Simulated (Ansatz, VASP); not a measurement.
# Cr in VASP and in Ansatz

The input INCAR:

```
SYSTEM = Cr
  PREC = Accurate
  ENCUT = 520
  EDIFF = 1E-6
  ISMEAR = -1
  SIGMA = 0.05
  LREAL = .False.
  LASPH = .True.
  NELM = 150
  ALGO = Normal
  ISIF = 2
  LWAVE = .False.
  LCHARG = .True.
  ISPIN = 2
  MAGMOM = -3 3
  LORBIT = 11
  LMAXMIX = 4
  GGA = PE
  LELF = .True.
  LVHAR = .True.
  NBANDS = 23
```

Contents of KPOINTS:

```
regular mesh
0
Gamma
  11 11 11
  0 0 0
```

The input POSCAR:

```
Cr
1.0
    3.0175784883      0.0000000000      0.0000000000
    0.0000000000      3.0175784883      0.0000000000
    0.0000000000      0.0000000000      3.0175784883
Cr
2
Direct
    0.0000000000      0.0000000000      0.0000000000
    0.5000000000      0.5000000000      0.5000000000
```

Input for Ansatz:

```yaml
crystal:
  lattice:
    - [3.0175784883, 0.0, 0.0]
    - [0.0, 3.0175784883, 0.0]
    - [0.0, 0.0, 3.0175784883]
  atoms:
    - { symbol: Cr, position: [0.0, 0.0, 0.0], spin: -3.0 }
    - { symbol: Cr, position: [0.5, 0.5, 0.5], spin: 3.0 }
magnetization:
  spin_polarized: true
kpoints:
  mp_grid: { grid: [11, 11, 11] }
scf:
  occupations: { method: fermi_dirac, width: 0.05 }
  lower_state_search: "off"
hamiltonian:
  xc: pbe
  pseudopotentials: { kind: paw }
output:
  forces: true
  stress: true
  eigenvalues: true
  populations: true
```

Change from the starting cell: volume scaled by 1.05, PAW files.

Alike in both runs: task single point; functional PBE; k mesh 11 × 11 × 11; occupations fermi-dirac, width 0.05 eV; collinear spin.

|  | VASP | Ansatz |
| --- | --- | --- |
| version | VASP 6.6.1 | Ansatz 0.2.0 |
| potentials or method | VASP PAW PBE potentials, release 64 (Cr_pv) | PAW with Ansatz's default frozen-core files, scalar-relativistic |
| plane-wave cutoff (eV) | 520 | 420 |
| valence electrons in the cell | 24 | 28 |

|  | VASP | Ansatz | Ansatz less VASP |
| --- | --- | --- | --- |
| pressure (GPa) | -16.3 | -16.8 | -0.45 |
| net moment per atom (μB) | 0.00 | 0.00 | 0.000 |
| size of the moment on the site where the two differ most (μB) | 2.10 | 1.98 | -0.115 |

Site moments also hang on the region over which each program counts them. With one functional, cell and mesh, what is left measures potentials, basis and numerics. VASP's potentials hold 24 valence electrons a cell and Ansatz's 28, so a difference there can come from the potentials and not from the codes.
